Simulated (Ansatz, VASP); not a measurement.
**Two plane-wave programs on W**

```
CELL_PARAMETERS angstrom
-1.58516 1.58516 1.58516
1.58516 -1.58516 1.58516
1.58516 1.58516 -1.58516
ATOMIC_POSITIONS crystal
W 0.00000 0.00000 0.00000
```

Alike in both runs: task single point; functional PBE; k mesh 6 × 6 × 6; occupations gaussian, width 0.1 eV; no spin polarisation; Hubbard terms W d U = 7.3 eV, J = 0.37 eV.

|  | VASP | Ansatz |
| --- | --- | --- |
| version | VASP 6.6.1 | Ansatz 0.2.0 |
| potentials or method | VASP PAW PBE potentials, release 64 (W_sv), cutoff 500 eV | scalar-relativistic, plane waves, PAW |
| valence electrons in the cell | 14 | 14 |

Ansatz gave:

```
gap on the k mesh at the Fermi level (eV) : none
pressure (GPa)                            : 14.1
```

Problem. Which values does VASP return?

Solution. gap on the k mesh at the Fermi level (eV): none; pressure (GPa): 25.4.

The programs project onto different local orbitals, so the same U acts differently, and such runs can settle in different states. A gap of «none» marks a metal or a gap that the smearing closes. Ansatz's warnings: filled band counts differ across k points.

The k mesh is coarse, so the values compare programs but aren't converged. Spin-orbit coupling is off throughout.
